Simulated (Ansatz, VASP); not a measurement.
## KSrBr3: VASP beside Ansatz

```xyz
5
Lattice="5.9380 0.0000 0.0000 0.0000 5.9380 0.0000 0.0000 0.0000 5.9380" Properties=species:S:1:pos:R:3 pbc="T T T"
K     0.0000    0.0000    0.0000
Sr    2.9690    2.9690    2.9690
Br    2.9690    2.9690    0.0000
Br    2.9690    0.0000    2.9690
Br    0.0000    2.9690    2.9690
```

Alike in both runs: task single point; functional r2SCAN; k mesh 4 × 4 × 4; no spin polarisation.

|  | VASP | Ansatz |
| --- | --- | --- |
| version | VASP 6.6.1 | Ansatz 0.2.0 |
| potentials or method | VASP PAW PBE potentials, release 64 (K_sv, Sr_sv, Br) | plane waves, PAW |
| plane-wave cutoff (eV) | 520 | 500 |
| occupations | gaussian, width 0.01 eV | fixed |
| valence electrons in the cell | 40 | 40 |

|  | VASP | Ansatz | Ansatz less VASP |
| --- | --- | --- | --- |
| gap on the k mesh at the Fermi level (eV) | 4.44 | 4.44 | -0.001 |
| pressure (GPa) | 0.0 | 0.0 | -0.04 |

VASP's potentials were made for PBE, not for r2SCAN.
